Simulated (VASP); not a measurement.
A run of VASP 6.6.1 is set up as follows.

Contents of POSCAR:

```
Hf
1.0
    0.0000000000      2.2475056912      2.2475056912
    2.2475056912      0.0000000000      2.2475056912
    2.2475056912      2.2475056912      0.0000000000
Hf
1
Direct
    0.0000000000      0.0000000000      0.0000000000
```

File INCAR.step1:

```
SYSTEM = Hf
  ALGO = Normal
  EDIFF = 1E-5
  ENCUT = 520
  GGA = PE
  ISIF = 2
  ISMEAR = -1
  LASPH = .TRUE.
  LCHARG = .FALSE.
  LREAL = .FALSE.
  LWAVE = .TRUE.
  NBANDS = 11
  NELM = 60
  PREC = Accurate
  SIGMA = 0.05
```

The input INCAR.step2:

```
SYSTEM = Hf
  AEXX = 0.25
  ALGO = Normal
  EDIFF = 1E-6
  ENCUT = 520
  GGA = PE
  ISIF = 2
  ISMEAR = -1
  ISTART = 1
  LASPH = .TRUE.
  LCHARG = .FALSE.
  LHFCALC = .TRUE.
  LREAL = .FALSE.
  LWAVE = .FALSE.
  NBANDS = 11
  NELM = 60
  PREC = Accurate
  PRECFOCK = Normal
  SIGMA = 0.05
```

KPOINTS

```
k-points
0
G
  5 5 5
  0 0 0
```

Potentials or basis: VASP PAW PBE potentials, release 64 (Hf_pv).

The run is started by

```bash
$ cat potpaw_PBE.64/Hf_pv/POTCAR > POTCAR
$ cp INCAR.step1 INCAR
$ mpirun -np 1 vasp_std > vasp.out
$ cp INCAR.step2 INCAR
$ mpirun -np 1 vasp_std > vasp.out
```

(1) Estimate the band gap on the k mesh.

(2) Estimate the pressure.

Results:

(1) zero (band 5 reaches 6.91 eV, above the bottom of band 6 at 3.82 eV).

(2) -2.1 GPa.

Caveat: the k points lie up to 0.48 Å⁻¹ apart; the PAW data sets were made with another functional, which shifts forces and pressure a little; spin-orbit coupling is left out, which moves the levels of the heavy elements.
